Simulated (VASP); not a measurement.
Here is a VASP 6.6.1 calculation.

File INCAR:

```
SYSTEM = Cu
  PREC = Accurate
  ENCUT = 520
  EDIFF = 1E-6
  ISMEAR = 1
  SIGMA = 0.1
  LREAL = .FALSE.
  LASPH = .TRUE.
  NELM = 100
  ALGO = Normal
  ISIF = 2
  LWAVE = .FALSE.
  LCHARG = .FALSE.
  GGA = PS
  NBANDS = 42
```

Contents of KPOINTS:

```
Automatic mesh
0
G
  11 11 1
  0 0 0
```

File POSCAR:

```
Cu
1.0
    2.5036580000      0.0000000000      0.0000000000
   -1.2518290000      2.1682320000      0.0000000000
    0.0000000000      0.0000000000     24.5755890000
Cu
6
Direct
    0.0000000000      0.0000000000      0.3737640000
    0.6666666667      0.3333333333      0.2896140000
    0.3333333333      0.6666666667      0.4579910000
    0.0000000000      0.0000000000      0.6262360000
    0.6666666667      0.3333333333      0.5420090000
    0.3333333333      0.6666666667      0.7103860000
```

Potentials or basis: VASP PAW PBE potentials, release 64 (Cu).

Command:

```sh
$ cat potpaw_PBE.64/Cu/POTCAR > POTCAR
$ mpirun -np 1 vasp_std > vasp.out
```

Q: Predict the band gap on the k mesh.

A: Zero (band 33 reaches 4.71 eV, above the bottom of band 34 at 0.04 eV).

Q: What does it give for the largest force?

A: 0.079 eV/Å.

Forces on the atoms (eV/Å):
```
Cu   0.000  0.000 -0.079
Cu   0.000  0.000  0.073
Cu   0.000  0.000 -0.066
Cu   0.000  0.000  0.079
Cu   0.000  0.000  0.066
Cu   0.000  0.000 -0.073
```

Caveat: the PAW data sets were made with another functional, which shifts forces and pressure a little.
